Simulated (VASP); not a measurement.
Wanted: the native input for a VASP 6.6.1 run.

* Task: single point
* Functional: PBEsol
* Potentials or basis: VASP PAW PBE potentials, release 64 (Ta_pv, N)
* Cutoff: 520 eV
* k mesh: 18 × 18 × 12
* Occupations: gaussian, width 0.15 eV
* Spin: no spin polarisation
* Dipole correction: no
* Further INCAR settings: ALGO = Normal; EDIFF = 1e-07; NBANDS = 24

The structure of TaN lies in POSCAR:

```
TaN
1.0
    2.7945949968      0.0000000000      0.0000000000
   -1.3972974984      2.4201902605      0.0000000000
    0.0000000000      0.0000000000      5.8842238205
Ta N
2 2
Direct
    0.3333333333      0.6666666667      0.0000000000
    0.6666666667      0.3333333333      0.5000000000
    0.3333333333      0.6666666667      0.3850000000
    0.6666666667      0.3333333333      0.8850000000
```

This cell differs from its parent crystal: ratio of the length along z to the lengths across it x 1.3, volume and fractional coordinates fixed.

One way to write it, as run:

INCAR

```
  ALGO = Normal
  EDIFF = 1E-7
  ENCUT = 520
  GGA = PS
  ISIF = 2
  ISMEAR = 0
  LASPH = True
  LCHARG = False
  LREAL = False
  LWAVE = False
  NBANDS = 24
  NELM = 100
  PREC = Accurate
  SIGMA = 0.15
```

KPOINTS

```
k-points
0
Gamma
  18 18 12
```

Potentials or basis: VASP PAW PBE potentials, release 64 (Ta_pv, N).

Launch:

```console
$ cat potpaw_PBE.64/Ta_pv/POTCAR potpaw_PBE.64/N/POTCAR > POTCAR
$ mpirun -np 1 vasp_std > vasp.out
```

Results of the run:

The pressure is 173.9 GPa, the largest force is 11.951 eV/Å and the band gap on the k mesh is zero (band 16 reaches 10.89 eV, above the bottom of band 17 at 7.96 eV).

Caveat: the PAW data sets were made with another functional, which shifts forces and pressure a little; spin-orbit coupling is left out, which moves the levels of the heavy elements.

It took 8.3 min on 1 thread of AMD EPYC 7R13 (shared host), peak memory 0.31 GiB.
